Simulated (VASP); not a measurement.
WSe2, 3 atoms in the cell. It takes space group P-6m2 (No. 187, hexagonal). Conventional cell: a = 3.297 Å, b = 3.297 Å, c = 7.184 Å, α = 90.00°, β = 90.00°, γ = 120.00°. W (site symmetry -6m2) has 6 Se at 2.53 Å and 6 W at 3.30 Å within 3.3 Å. Se (site symmetry 3m) has 3 W at 2.53 Å and 6 Se at 3.30 Å within 3.3 Å. 

* Program: VASP 6.6.1
* Task: single point
* Functional: PBE
* Potentials or basis: VASP PAW PBE potentials, release 64 (W_sv, Se)
* Cutoff: 520 eV
* k mesh: 6 × 6 × 2
* Occupations: gaussian, width 0.01 eV
* Spin: no spin polarisation
* Dipole correction: no
* Further INCAR settings: ALGO = Normal; EDIFF = 1e-06; NBANDS = 20

Potentials or basis: VASP PAW PBE potentials, release 64 (W_sv, Se).

Command:

```console
$ cat potpaw_PBE.64/W_sv/POTCAR potpaw_PBE.64/Se/POTCAR > POTCAR
$ mpirun -np 1 vasp_std > vasp.out
```

Hardware: 1 thread of AMD EPYC 7R13 (shared host).

Task: How long does it take, and how much memory?

Result: Run time: 62 s on 1 thread of AMD EPYC 7R13, on a shared host, peak memory 0.17 GiB. Counts: scf iterations 14, k points 14.
